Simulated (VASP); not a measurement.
# MgB2 (P6/mmm) in VASP: settings compared, part 2 of 2

VASP 6.6.1. Earlier steps stand in the parts before.

## Step 4: Single point, PBE

This run uses another cell than the first one, of 8.21 Å³/atom.

Input file INCAR:

```
ALGO = Normal
EDIFF = 1E-6
ENCUT = 520
GGA = PE
ISIF = 2
ISMEAR = -1
LASPH = True
LCHARG = False
LREAL = False
LWAVE = False
NBANDS = 11
NELM = 60
PREC = Accurate
SIGMA = 0.05
```

Input file KPOINTS:

```
k-points
0
Gamma
  10 10 8
```

Input file POSCAR:

```
MgB2
1.0
    2.9565162078      0.0000000000      0.0000000000
   -1.4782581039      2.5604181426      0.0000000000
    0.0000000000      0.0000000000      3.2554902766
Mg B
1 2
Direct
    0.0000000000      0.0000000000      0.0000000000
    0.6666666667      0.3333333333      0.5000000000
    0.3333333333      0.6666666667      0.5000000000
```

Potentials or basis: VASP PAW PBE potentials, release 64 (Mg, B).

Run with:

```console
cat potpaw_PBE.64/Mg/POTCAR potpaw_PBE.64/B/POTCAR > POTCAR
mpirun -np 1 vasp_std > vasp.out
```

OUTCAR:

```text
EDIFF = 1E-6
   ENCUT = 520
   GGA = PE
   ISIF = 2
   ISMEAR = -1
   LASPH = True
   LREAL = False
   NELM = 60
   PREC = Accurate

 ion  position               nearest neighbor table
   1  0.000  0.000  0.000-   2 2.36   3 2.36   2 2.36   3 2.36   3 2.36   3 2.36   2 2.36   2 2.36
                             2 2.36   2 2.36   3 2.36   3 2.36
   2  0.667  0.333  0.500-   3 1.71   3 1.71   3 1.71   1 2.36   1 2.36   1 2.36   1 2.36   1 2.36
                             1 2.36
   3  0.333  0.667  0.500-   2 1.71   2 1.71   2 1.71   1 2.36   1 2.36   1 2.36   1 2.36   1 2.36
                             1 2.36

  LATTYP: Found a hexagonal cell.
 ALAT       =     2.9565162078
 C/A-ratio  =     1.1011237713

  Lattice vectors:

 A1 = (   2.9565162078,   0.0000000000,   0.0000000000)
 A2 = (  -1.4782581039,   2.5604181426,   0.0000000000)
 A3 = (   0.0000000000,   0.0000000000,   3.2554902766)

Analysis of symmetry for initial positions (statically):
=====================================================================
 Subroutine PRICEL returns:
 Original cell was already a primitive cell.

 Routine SETGRP: Setting up the symmetry group for a
 hexagonal supercell.

 Subroutine GETGRP returns: Found 24 space group operations
 (whereof 24 operations were pure point group operations)
 out of a pool of 24 trial point group operations.

The static configuration has the point symmetry D_6h.

Analysis of symmetry for dynamics (positions and initial velocities):
=====================================================================
 Subroutine PRICEL returns:
 Original cell was already a primitive cell.

 Routine SETGRP: Setting up the symmetry group for a
 hexagonal supercell.

 Subroutine GETGRP returns: Found 24 space group operations
 (whereof 24 operations were pure point group operations)
 out of a pool of 24 trial point group operations.

The dynamic configuration has the point symmetry D_6h.

 Subroutine INISYM returns: Found 24 space group operations
 (whereof 24 operations are pure point group operations),
[... 126 lines left out ...]
   IVDW    =     0    specifies the selected vdW correction
   LEPSILON=     F    determine dielectric tensor
   LRPA    =     F    only Hartree local field effects (RPA)
 non-spin polarized calculation
  energy-cutoff  :      520.00
  volume of cell :       24.64
 maximum number of plane-waves:       690
 NGX is ok and might be reduce to    24
   NGX = 11   NGY = 11   NGZ = 13

 number of electron       8.0000000 magnetization

 Free energy of the ion-electron system (eV)
  ---------------------------------------------------
  ext. energy  EPLUGINS =         0.00000000
  ---------------------------------------------------
  free energy    TOTEN  =       -14.98041005 eV

  energy without entropy =      -14.97542908  energy(sigma->0) =      -14.97791956

 E-fermi :   6.5278     XC(G=0): -11.5839

 val. band max:        6.4794030653   @ k =   0.1000   0.0000   0.5000
 cond. band min:       6.5631347824   @ k =   0.1000   0.0000   0.2500
 fundamental gap:      0.0837317171
 Fermi energy:         6.5277994456

 k-point     1 :       0.0000    0.0000    0.0000
  band No.  band energies     occupation
      1      -6.9219      2.00000
      2       3.6520      2.00000
      3       6.7609      0.01872
      4       6.7609      0.01872
      5       9.1511      0.00000
      6      13.1367      0.00000
      7      13.1367      0.00000
      8      15.7435      0.00000
      9      17.7083      0.00000
     10      20.6481      0.00000
     11      24.3604      0.00000
[... 309 lines left out ...]
 k-point    24 :       0.4000    0.1000    0.1250
  band No.  band energies     occupation
      1      -2.9884      2.00000
      2      -1.1731      2.00000
      3       3.2903      2.00000
      4       5.9321      1.99999
      5       9.0518      0.00000
      6      12.1907      0.00000
      7      14.3484      0.00000
      8      16.5704      0.00000
      9      18.1994      0.00000
     10      21.7821      0.00000
     11      22.4756      0.00000

 [... further k-points ...]

------------------------ aborting loop because EDIFF is reached ----------------------------------------

  FORCE on cell =-STRESS in cart. coord.  units (eV):
  Direction    XX          YY          ZZ          XY          YZ          ZX
  --------------------------------------------------------------------------------------
  -------------------------------------------------------------------------------------
  Total        4.6092897      4.6092897      4.5755347     -0.0000000      0.0000000      0.0000000
  in kB      299.6656901    299.6656901    297.4711658     -0.0000000      0.0000000      0.0000000
  external PRESSURE =     298.9341820 kB  Pullay stress =       0.0000000 kB

 VOLUME and BASIS-vectors are now :
 -----------------------------------------------------------------------------
  energy-cutoff  :      520.00
  volume of cell :       24.64
      direct lattice vectors                 reciprocal lattice vectors
     2.956516208  0.000000000  0.000000000     0.338235927  0.195280603  0.000000000
    -1.478258104  2.560418143  0.000000000     0.000000000  0.390561207  0.000000000
     0.000000000  0.000000000  3.255490277     0.000000000  0.000000000  0.307173395

 POSITION                                       TOTAL-FORCE (eV/Angst)
 -----------------------------------------------------------------------------------
      0.00000      0.00000      0.00000        -0.000000      0.000000      0.000000
      1.47826      0.85347      1.62775        -0.000000      0.000000     -0.000000
     -0.00000      1.70695      1.62775         0.000000      0.000000      0.000000
 -----------------------------------------------------------------------------------
    total drift:                                0.000000     -0.000000      0.000000

  FREE ENERGIE OF THE ION-ELECTRON SYSTEM (eV)
  ---------------------------------------------------
  free  energy   TOTEN  =       -14.9804100489 eV

  energy  without entropy=      -14.9754290792  energy(sigma->0) =      -14.97791956
```

OSZICAR:

```text
N       E                     dE             d eps       ncg     rms          rms(c)
DAV:   1     0.462354416098E+01    0.46235E+01   -0.39497E+03  1716   0.621E+02
DAV:   2    -0.163349782639E+02   -0.20959E+02   -0.19676E+02  1913   0.113E+02
DAV:   3    -0.168458448210E+02   -0.51087E+00   -0.50943E+00  1949   0.139E+01
DAV:   4    -0.168471380595E+02   -0.12932E-02   -0.12930E-02  1858   0.730E-01
DAV:   5    -0.168471423055E+02   -0.42459E-05   -0.42464E-05  1895   0.426E-02    0.577E+00
DAV:   6    -0.152956759592E+02    0.15515E+01   -0.17141E+00  1720   0.667E+00    0.286E+00
DAV:   7    -0.149852481168E+02    0.31043E+00   -0.10556E+00  1798   0.517E+00    0.827E-01
DAV:   8    -0.149887781277E+02   -0.35300E-02   -0.84326E-02  1687   0.176E+00    0.364E-01
DAV:   9    -0.149806394932E+02    0.81386E-02   -0.15567E-02  1711   0.618E-01    0.768E-02
DAV:  10    -0.149804328320E+02    0.20666E-03   -0.17012E-03  1828   0.225E-01    0.295E-02
DAV:  11    -0.149804097346E+02    0.23097E-04   -0.10721E-04  1735   0.649E-02    0.223E-03
DAV:  12    -0.149804100489E+02   -0.31433E-06   -0.13416E-06  1528   0.775E-03
   1 F= -.14980410E+02 E0= -.14977920E+02  d E =-.498097E-02
```

Run time: 9 s. Hardware: 1 thread of Intel Xeon Platinum 8559C (Emerald Rapids), shared host; peak memory 0.14 GiB.

Results:

- Free energy: -14.9804 eV
- Pressure: 29.9 GPa
- Band gap on the k mesh: zero (bands 4 and 5 overlap by 3.08 eV)

Levels at points of the mesh, in eV from the Fermi level:
```csv
k point,band 1,band 2,band 3,band 4,band 5,band 6,band 7,band 8,band 9
"(0.00, 0.00, 0.00)",-13.45,-2.88,0.23,0.23,2.62,6.61,6.61,9.22,11.18
"(0.50, 0.00, 0.00)",-9.18,-8.63,-2.55,0.38,3.69,3.95,6.64,9.06,14.55
"(0.00, 0.00, 0.50)",-11.79,-8.18,0.78,0.78,6.91,6.91,8.46,11.90,12.46
"(0.50, 0.00, 0.50)",-7.90,-7.47,-4.08,-2.19,-1.50,6.54,9.74,10.12,15.81
```

Caveat: the cell stands under pressure.

## Step 5: Single point, PBE

This run uses another cell than the first one, of 8.58 Å³/atom.

Input file INCAR:

```
PREC = Accurate ; ENCUT = 520
EDIFF = 1E-6 ; ISMEAR = -1
SIGMA = 0.05 ; LREAL = False
LASPH = True ; NELM = 80
ALGO = Normal ; ISIF = 2
LWAVE = False ; LCHARG = False
GGA = PE ; NBANDS = 11
```

Input file KPOINTS:

```
Automatic mesh
0
Gamma
  10 10 8
```

Input file POSCAR:

```
MgB2
1.0
    2.9911846547      0.0000000000      0.0000000000
   -1.4955923273      2.5904418984      0.0000000000
    0.0000000000      0.0000000000      3.3226041011
Mg B
1 2
Direct
    0.0000000000      0.0000000000      0.0000000000
    0.6666666667      0.3333333333      0.5000000000
    0.3333333333      0.6666666667      0.5000000000
```

Run with:

```console
cat potpaw_PBE.64/Mg/POTCAR potpaw_PBE.64/B/POTCAR > POTCAR
mpirun -np 1 vasp_std > vasp.out
```

Run time: 10 s. Hardware: 1 thread of Intel Xeon Platinum 8559C (Emerald Rapids), shared host; peak memory 0.15 GiB.

Results (log left out):

* Free energy: -15.1506 eV
* Pressure: 19.8 GPa
* Band gap on the k mesh: zero (bands 4 and 5 overlap by 2.91 eV)

Stress tensor (GPa, compression positive):
```
19.90  0.00  0.00
 0.00 19.90  0.00
 0.00  0.00 19.68
```

Levels at points of the mesh, in eV from the Fermi level:
| k point | band 1 | band 2 | band 3 | band 4 | band 5 | band 6 | band 7 | band 8 | band 9 |
| --- | --- | --- | --- | --- | --- | --- | --- | --- | --- |
| (0.00, 0.00, 0.00) | -13.19 | -2.91 | 0.25 | 0.25 | 2.36 | 6.50 | 6.50 | 8.87 | 10.80 |
| (0.50, 0.00, 0.00) | -9.02 | -8.42 | -2.47 | 0.31 | 3.49 | 3.91 | 6.26 | 8.49 | 13.97 |
| (0.00, 0.00, 0.50) | -11.63 | -7.99 | 0.75 | 0.75 | 6.81 | 6.81 | 8.29 | 11.29 | 11.76 |
| (0.50, 0.00, 0.50) | -7.83 | -7.34 | -3.96 | -2.13 | -1.47 | 6.28 | 9.48 | 9.71 | 15.02 |

Caveat: the cell stands under pressure.

## Step 6: Single point, PBE

This run uses another cell than the first one, of 9.03 Å³/atom.

Input file INCAR:

```
PREC = Accurate
ENCUT = 520
EDIFF = 1E-6
ISMEAR = -1
SIGMA = 0.05
LREAL = False
LASPH = True
NELM = 60
ALGO = Normal
ISIF = 2
LWAVE = False
LCHARG = True
GGA = PE
LELF = True
LVHAR = True
NBANDS = 11
```

KPOINTS is that of step 5.

Input file POSCAR:

```
MgB2
1.0
    3.0313993054      0.0000000000      0.0000000000
   -1.5156996527      2.6252688075      0.0000000000
    0.0000000000      0.0000000000      3.4052901622
Mg B
1 2
Direct
    0.0000000000      0.0000000000      0.0000000000
    0.6666666667      0.3333333333      0.5000000000
    0.3333333333      0.6666666667      0.5000000000
```

Potentials or basis: VASP PAW PBE potentials, release 64 (Mg, B).

Run with:

```console
cat potpaw_PBE.64/Mg/POTCAR potpaw_PBE.64/B/POTCAR > POTCAR
mpirun -np 1 vasp_std > vasp.out
```

Run time: 11 s. Hardware: 1 thread of Intel Xeon Platinum 8559C (Emerald Rapids), shared host; peak memory 0.15 GiB.

Results (log left out):

| Property | Result |
| --- | --- |
| Free energy | -15.2745 eV |
| Pressure | 9.8 GPa |
| Band gap on the k mesh | zero (bands 4 and 5 overlap by 2.71 eV) |

Stress tensor (GPa, compression positive):
```
9.85 0.00 0.00
0.00 9.85 0.00
0.00 0.00 9.64
```

Levels at points of the mesh, in eV from the Fermi level:
| k point | band 1 | band 2 | band 3 | band 4 | band 5 | band 6 | band 7 | band 8 | band 9 |
| --- | --- | --- | --- | --- | --- | --- | --- | --- | --- |
| (0.00, 0.00, 0.00) | -12.87 | -2.95 | 0.28 | 0.28 | 2.04 | 6.38 | 6.38 | 8.50 | 10.39 |
| (0.50, 0.00, 0.00) | -8.84 | -8.19 | -2.36 | 0.25 | 3.29 | 3.87 | 5.83 | 7.86 | 13.33 |
| (0.00, 0.00, 0.50) | -11.44 | -7.77 | 0.72 | 0.72 | 6.71 | 6.71 | 8.12 | 10.62 | 10.96 |
| (0.50, 0.00, 0.50) | -7.73 | -7.18 | -3.81 | -2.04 | -1.42 | 5.99 | 9.19 | 9.26 | 14.13 |

Caveat: the cell stands under pressure.

## Step 7: Summary

| task | level | cell | cutoff (eV) | gap on the mesh (eV) | pressure (GPa) | relaxed volume (Å³/atom) |
| --- | --- | --- | --- | --- | --- | --- |
| relaxation of cell and atoms | BLYP+D3(BJ) | relaxed from a = 3.085, b = 3.085, c = 3.523 Å, angles 90.0, 90.0, 120.0°, 3 atoms | 600 | none | 0.0 | 9.03 |
| relaxation of cell and atoms | BLYP+D4 | relaxed from a = 3.085, b = 3.085, c = 3.523 Å, angles 90.0, 90.0, 120.0°, 3 atoms | 600 | none | 0.0 | 9.19 |
| single point | PBE | a = 2.957, b = 2.957, c = 3.255 Å, angles 90.0, 90.0, 120.0°, 3 atoms | 520 | none | 29.9 | - |
| single point | PBE | a = 2.991, b = 2.991, c = 3.323 Å, angles 90.0, 90.0, 120.0°, 3 atoms | 520 | none | 19.8 | - |
| single point | PBE | a = 3.031, b = 3.031, c = 3.405 Å, angles 90.0, 90.0, 120.0°, 3 atoms | 520 | none | 9.8 | - |

Alike in all rows: potentials or basis VASP PAW PBE potentials, release 64 (Mg, B); no spin polarisation; k mesh 10 × 10 × 8; smearing fermi-dirac 0.05 eV.

Caveats: the cell stands under pressure (at least some runs); the PAW data sets were made with another functional, which shifts forces and pressure a little (at least some runs).

Absolute energies hang on the potentials; compare differences alone.
